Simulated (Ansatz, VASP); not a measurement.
Pt in VASP and in Ansatz

File POSCAR:

```
Pt
1.0
    2.5327672949      0.0000000000      0.0000000000
    0.0000000000      2.5327672949      0.0000000000
    0.0000000000      0.0000000000      2.5327672949
Pt
1
Direct
    0.0000000000      0.0000000000      0.0000000000
```

INCAR.step1

```
PREC = Accurate ; ENCUT = 550
ISMEAR = -1 ; SIGMA = 0.1
LREAL = False ; LASPH = True
NELM = 120 ; NBANDS = 11
GGA = PE ; ALGO = Normal
EDIFF = 1E-5 ; LWAVE = True
LCHARG = False ; GGA_COMPAT = False
```

The input INCAR.step2:

```
PREC = Accurate ; ENCUT = 550
EDIFF = 1E-6 ; ISMEAR = -1
SIGMA = 0.1 ; LREAL = False
LASPH = True ; NELM = 120
ALGO = Normal ; ISIF = 2
LWAVE = False ; LCHARG = False
METAGGA = R2SCAN ; LMIXTAU = True
NBANDS = 11 ; ISTART = 1
GGA_COMPAT = False
```

KPOINTS

```
regular mesh
0
Gamma
  14 14 14
```

Input for Ansatz:

```yaml
crystal:
  lattice:
    - [2.5327672949, 0.0, 0.0]
    - [0.0, 2.5327672949, 0.0]
    - [0.0, 0.0, 2.5327672949]
  atoms:
    - { symbol: Pt, position: [0.0, 0.0, 0.0] }
hamiltonian:
  xc: r2scan
  pseudopotentials:
    kind: paw
    azcp:
      Pt: "pseudopotentials/Pt.paw.azcp"
basis:
  ecutwfc: 500
  fft_grid_basis: typed
kpoints:
  mp_grid: { grid: [14, 14, 14], shift: [0, 0, 0] }
magnetization:
  spin_polarized: false
scf:
  occupations: { method: fermi_dirac, width: 0.1 }
  lower_state_search: "off"
output:
  stress: true
```

Alike in both runs: task single point; functional r2SCAN; k mesh 14 × 14 × 14; occupations fermi-dirac, width 0.1 eV; no spin polarisation.

```csv
,VASP,Ansatz
version,VASP 6.6.1,Ansatz 0.2.0
potentials or method,"VASP PAW PBE potentials, release 64 (Pt), cutoff 550 eV","plane waves (500 eV) with PAW, scalar-relativistic"
valence electrons in the cell,10,18
```

|  | VASP | Ansatz | Ansatz less VASP |
| --- | --- | --- | --- |
| pressure (GPa) | 22.3 | 21.5 | -0.80 |

VASP's potentials were made for PBE, not for r2SCAN. VASP's potentials hold 10 valence electrons a cell and Ansatz's 18, so a difference there can come from the potentials and not from the codes.

Spin-orbit coupling is off throughout.
